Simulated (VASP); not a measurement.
Set up this calculation in VASP 6.6.1, as the native input.

| Item | Value |
| --- | --- |
| Task | single point |
| Functional | PBEsol |
| Potentials or basis | VASP PAW PBE potentials, release 64 (Ta_pv, N) |
| Cutoff | 520 eV |
| k mesh | 24 × 24 × 20 |
| Occupations | gaussian, width 0.15 eV |
| Spin | no spin polarisation |
| Dipole correction | no |
| Further INCAR settings | ALGO = Normal; EDIFF = 1e-06; NBANDS = 15 |

The structure of TaN lies in POSCAR:

```
TaN
1.0
    2.9239890447      0.0000000000      0.0000000000
   -1.4619945224      2.5322487931      0.0000000000
    0.0000000000      0.0000000000      2.8707276427
Ta N
1 1
Direct
    0.3333333333      0.6666666667      0.5000000000
    0.0000000000      0.0000000000      0.0348343739
```

This cell differs from its parent crystal: all N atoms moved -0.100 Å, as atom 2 towards its neighbour atom 2 (N) at 2.871 Å.

One way to write it, as run:

INCAR

```
SYSTEM = TaN
PREC = Accurate
ENCUT = 520
EDIFF = 1E-6
ISMEAR = 0
SIGMA = 0.15
LREAL = .False.
LASPH = .True.
NELM = 80
ALGO = Normal
ISIF = 2
LWAVE = .False.
LCHARG = .True.
GGA = PS
LELF = .True.
LVHAR = .True.
NBANDS = 15
```

KPOINTS

```
Automatic mesh
0
Gamma
  24 24 20
  0 0 0
```

Potentials or basis: VASP PAW PBE potentials, release 64 (Ta_pv, N).

The run is started by

```bash
$ cat potpaw_PBE.64/Ta_pv/POTCAR potpaw_PBE.64/N/POTCAR > POTCAR
$ mpirun -np 1 vasp_std > vasp.out
```

Results of the run:

```
Pressure               : 3.1 GPa
Largest force          : 1.517 eV/Å
Band gap on the k mesh : zero (bands 8 and 9 overlap by 0.51 eV)
```

Caveat: the cell differs from its parent crystal (all N atoms moved -0.100 Å, as atom 2 towards its neighbour atom 2 (N) at 2.871 Å); the cell stands under pressure; the PAW data sets were made with another functional, which shifts forces and pressure a little; spin-orbit coupling is left out, which moves the levels of the heavy elements.

It took 2.7 min on 1 thread of Intel(R) Xeon(R) Platinum 8488C (Sapphire Rapids) (shared host), peak memory 0.45 GiB.
